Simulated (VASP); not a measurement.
The system is ZrO2.

```
Zr O
1.0
     0.00000    2.54471    2.54471
     2.54471    0.00000    2.54471
     2.54471    2.54471    0.00000
Zr O
1 2
Direct
  0.00000 0.00000 0.00000
  0.25000 0.25000 0.25000
  0.75000 0.75000 0.75000
```

Base run:

| Property | Result |
| --- | --- |
| Program | VASP 6.6.1 |
| Functional | PBE |
| Potentials or basis | VASP PAW PBE potentials, release 64 (Zr_sv, O) |
| Cutoff | 600 eV |
| k mesh | 6 × 6 × 6 |
| Occupations | gaussian, width 0.01 eV |
| Spin | no spin polarisation |

Its results: band gap on the k mesh 3.35 eV (least direct gap 3.80 eV); pressure 3.9 GPa.

Problem. The run is repeated on the same cell with these changes: functional from PBE to HSE06; cutoff from 600 eV to 520 eV. What comes out?

Solution. Band gap on the k mesh 4.97 eV (least direct gap 5.37 eV); pressure -2.5 GPa.

Caveats: the cell stands under pressure (at least some runs); the PAW data sets were made with another functional, which shifts forces and pressure a little (at least some runs).

A k mesh can miss the band edges.
